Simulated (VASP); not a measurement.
# Ta (Fm-3m) in VASP: notebook, part 3 of 3

VASP 6.6.1. The steps go on from the part before.

**4. Relaxation of cell and atoms, PBE, target pressure 120 GPa, at which the enthalpy is minimised**

INCAR reads:

```
SYSTEM = Ta
PREC     = Accurate       ! precision mode
ENCUT    = 600            ! plane-wave cutoff, eV
EDIFF    = 1E-7           ! SCF threshold, eV
ISMEAR   = -1             ! smearing method
SIGMA    = 0.1            ! smearing width, eV
LREAL    = .FALSE.        ! projectors in reciprocal space
LASPH    = .TRUE.         ! aspherical terms in the spheres
NELM     = 100            ! most SCF steps
ALGO     = Normal         ! electronic algorithm
ISIF     = 3              ! what is computed and relaxed
LWAVE    = .FALSE.        ! write WAVECAR
LCHARG   = .FALSE.        ! write CHGCAR
GGA      = PE             ! functional
IBRION   = 2              ! ionic algorithm
NSW      = 32             ! ionic steps
EDIFFG   = -0.005         ! ionic threshold
PSTRESS  = 1200.0
```

KPOINTS reads:

```
Automatic mesh
0
G
  18 18 18
  0 0 0
```

POSCAR reads:

```
Ta
1.0
    0.0000000000      1.8846935112      1.8846935112
    1.8846935112      0.0000000000      1.8846935112
    1.8846935112      1.8846935112      0.0000000000
Ta
1
Direct
    0.0000000000      0.0000000000      0.0000000000
```

Potentials or basis: VASP PAW PBE potentials, release 64 (Ta_pv).

On the command line:

```sh
cat potpaw_PBE.64/Ta_pv/POTCAR > POTCAR
mpirun -np 1 vasp_std > vasp.out
```

OUTCAR:

```text
SYSTEM = Ta
   PREC = Accurate
   ENCUT = 600
   EDIFF = 1E-7
   ISMEAR = -1
   LREAL = .FALSE.
   LASPH = .TRUE.
   NELM = 100
   ISIF = 3
   GGA = PE
   IBRION = 2
   NSW = 32
   EDIFFG = -0.005
   PSTRESS = 1200.0

 ion  position               nearest neighbor table
   1  0.000  0.000  0.000-

  LATTYP: Found a face centered cubic cell.
 ALAT       =     3.7693870224

  Lattice vectors:

 A1 = (   0.0000000000,   1.8846935112,   1.8846935112)
 A2 = (   1.8846935112,   0.0000000000,   1.8846935112)
 A3 = (   1.8846935112,   1.8846935112,   0.0000000000)

Analysis of symmetry for initial positions (statically):
=====================================================================
 Subroutine PRICEL returns:
 Original cell was already a primitive cell.

 Routine SETGRP: Setting up the symmetry group for a
 face centered cubic supercell.

 Subroutine GETGRP returns: Found 48 space group operations
 (whereof 48 operations were pure point group operations)
 out of a pool of 48 trial point group operations.

[... 164 lines left out ...]

  FORCE on cell =-STRESS in cart. coord.  units (eV):
  Direction    XX          YY          ZZ          XY          YZ          ZX
  --------------------------------------------------------------------------------------
  -------------------------------------------------------------------------------------
  Total       10.1480821     10.1480821     10.1480821      0.0000000      0.0000000     -0.0000000
  in kB     1214.3457344   1214.3457344   1214.3457344      0.0000000      0.0000000     -0.0000000
  external PRESSURE =      14.3457344 kB  Pullay stress =    1200.0000000 kB
[... 61 lines left out ...]
--------------------------------------- Ionic step        3  -------------------------------------------

 number of electron      11.0000000 magnetization

 Free energy of the ion-electron system (eV)
  ---------------------------------------------------
  ext. energy  EPLUGINS =         0.00000000
  ---------------------------------------------------
  free energy    TOTEN  =       -10.03150492 eV

  energy without entropy =       -9.99944954  energy(sigma->0) =      -10.01547723

 E-fermi :   8.7473     XC(G=0): -14.2024

 val. band max:        8.7467876436   @ k =   0.3333   0.2222   0.0000
 cond. band min:       8.7496472025   @ k =  -0.3889   0.2778   0.0556
 fundamental gap:      0.0028595589
 Fermi energy:         8.7472882212

 k-point     1 :       0.0000    0.0000    0.0000
  band No.  band energies     occupation
      1     -23.7059      2.00000
      2     -23.7059      2.00000
      3     -23.7059      2.00000
      4      -0.7092      2.00000
      5       8.7704      0.88488
      6       8.7704      0.88487
      7       8.7704      0.88487
      8      13.4333      0.00000
      9      13.4333      0.00000
[... 265 lines left out ...]
 k-point    24 :      -0.2222    0.0556    0.0000
  band No.  band energies     occupation
      1     -25.2025      2.00000
      2     -23.9867      2.00000
      3     -23.8489      2.00000
      4       2.0681      2.00000
      5       7.4389      2.00000
      6       9.3169      0.00669
      7       9.5084      0.00099
      8      12.5019      0.00000
      9      14.1150      0.00000

 [... further k-points ...]
[... 5 lines left out ...]
  --------------------------------------------------------------------------------------
  -------------------------------------------------------------------------------------
  Total       10.0532682     10.0532682     10.0532682     -0.0000000     -0.0000000      0.0000000
  in kB     1199.9719002   1199.9719002   1199.9719002     -0.0000000     -0.0000000      0.0000000
  external PRESSURE =      -0.0280998 kB  Pullay stress =    1200.0000000 kB
[... 20 lines left out ...]
  energy  without entropy=       -9.9994495450  energy(sigma->0) =      -10.01547723

  enthalpy is  TOTEN    =         0.0219987108 eV   P V=       10.0535036332

 reached required accuracy - stopping structural energy minimisation
```

OSZICAR:

```text
N       E                     dE             d eps       ncg     rms          rms(c)
DAV:   1     0.527101797295E+02    0.52710E+02   -0.72756E+03  3510   0.137E+03
[... 21 lines left out ...]
DAV:   1    -0.100435209998E+02    0.13249E+00   -0.43256E-01  3581   0.101E+01    0.133E+00
DAV:   2    -0.100339218881E+02    0.95991E-02   -0.11496E-02  3610   0.150E+00    0.482E-01
DAV:   3    -0.100314382247E+02    0.24837E-02   -0.73494E-03  3627   0.115E+00    0.152E-01
DAV:   4    -0.100315053204E+02   -0.67096E-04   -0.10981E-04  3992   0.123E-01    0.157E-02
DAV:   5    -0.100315054142E+02   -0.93792E-07   -0.81666E-06  3851   0.365E-02    0.893E-03
DAV:   6    -0.100315048732E+02    0.54097E-06   -0.15456E-07  2734   0.545E-03    0.634E-04
DAV:   7    -0.100315049225E+02   -0.49221E-07   -0.60516E-09  1856   0.104E-03
   3 F= 0.21998711E-01 E0= 0.38026400E-01  d E =-.147893E-03
```

Run time: 81 s. Hardware: 1 thread of Intel Xeon 8259CL, shared host; peak memory 0.17 GiB.

What came out:

```
Free energy                                                : -10.0315 eV
Relaxed volume                                             : 13.42 Å³/atom
Relaxed cell                                               : a = 2.668 Å, b = 2.668 Å, c = 2.668 Å, α = 60.00°, β = 60.00°, γ = 60.00°
Space group after relaxing (to 0.1 Å)                      : Fm-3m (No. 225)
Energy change on relaxing (the run minimises the enthalpy) : -25.5 meV/atom
Ionic steps                                                : 3
Pressure after relaxing                                    : 120.0 GPa
Band gap on the k mesh                                     : zero (an odd number of electrons rules out a gap without spin polarisation)
```

The path:
| step | energy change (eV) | largest force (eV/Å) | pressure (GPa) | volume (Å³) |
| --- | --- | --- | --- | --- |
| 1 | 0.0000 | 0.0000 | 121.43 | 13.39 |
| 2 | -0.1700 | 0.0000 | 111.78 | 13.62 |
| 3 | -0.0255 | 0.0000 | 120.00 | 13.42 |

Final structure:
```cif
data_structure
_symmetry_space_group_name_H-M 'P 1'
_symmetry_Int_Tables_number 1
_cell_length_a 2.6676
_cell_length_b 2.6676
_cell_length_c 2.6676
_cell_angle_alpha 60.000
_cell_angle_beta 60.000
_cell_angle_gamma 60.000
_cell_volume 13.42
loop_
_atom_site_label
_atom_site_type_symbol
_atom_site_fract_x
_atom_site_fract_y
_atom_site_fract_z
_atom_site_occupancy
Ta1 Ta 0.00000 0.00000 0.00000 1
```

Levels at points of the mesh, in eV from the Fermi level:
```csv
k point,band 1,band 2,band 3,band 4,band 5,band 6,band 7,band 8,band 9
"(0.00, 0.00, 0.00)",-32.45,-32.45,-32.45,-9.46,0.02,0.02,0.02,4.69,4.69
"(0.50, 0.00, 0.00)",-35.37,-32.82,-32.82,-6.34,-0.39,-0.39,2.43,8.41,8.41
"(0.50, 0.50, 0.00)",-35.15,-33.48,-33.48,-6.83,-5.57,5.67,8.44,9.58,9.58
```

Caveat: the cell is relaxed towards a set pressure, so the run minimises the enthalpy, not the energy; spin-orbit coupling is left out, which moves the levels of the heavy elements.

**5. Overview**

| task | cell | cutoff (eV) | gap on the mesh (eV) | pressure (GPa) |
| --- | --- | --- | --- | --- |
| single point | a = 2.665 Å, angles 60.0°, 1 atom | 520 | none | 121.4 |
| single point | a = 2.663 Å, angles 60.0°, 1 atom | 520 | none | 122.9 |
| relaxation of cell and atoms | relaxed to 120 GPa from a = 2.665 Å, angles 60.0°, 1 atom | 600 | none | 120.0 |

Alike in all rows: level PBE; potentials or basis VASP PAW PBE potentials, release 64 (Ta_pv); no spin polarisation; k mesh 18 × 18 × 18; smearing fermi-dirac 0.1 eV.

Caveats: spin-orbit coupling is left out, which moves the levels of the heavy elements; the cell stands under pressure (at least some runs); the cell is relaxed towards a set pressure, so the run minimises the enthalpy, not the energy (at least some runs).

Total energies depend on the potentials used, so only differences within one code and one set of settings carry meaning.
